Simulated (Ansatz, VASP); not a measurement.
**Two plane-wave programs on Fe2Ru**

```
CELL_PARAMETERS angstrom
0.00000 2.74781 2.74781
2.74781 0.00000 2.74781
2.74781 2.74781 0.00000
ATOMIC_POSITIONS crystal
Fe 0.25000 0.25000 0.25000
Fe 0.75000 0.75000 0.75000
Ru 0.00000 0.00000 0.00000
```

Alike in both runs: functional PBE; k mesh 14 × 14 × 14; occupations gaussian, width 0.1 eV; no spin polarisation.

Ansatz relaxed the structure, and its values are those at the end. VASP's run is a single point on that final structure, the one shown.

```csv
,VASP,Ansatz
version,VASP 6.6.1,Ansatz 0.2.0
potentials or method,"VASP PAW PBE potentials, release 64 (Fe, Ru_pv), cutoff 520 eV","scalar-relativistic, plane waves, PAW"
valence electrons in the cell,30,48
```

VASP gave:

```
gap on the k mesh at the Fermi level (eV) : none
pressure (GPa)                            : -0.2
```

**Question.** What did Ansatz give for the same quantities?

**Answer.** gap on the k mesh at the Fermi level (eV): none; pressure (GPa): 0.0.

A gap of «none» marks a metal or a gap that the smearing closes. VASP's potentials hold 30 valence electrons a cell and Ansatz's 48, so a difference there can come from the potentials and not from the codes.
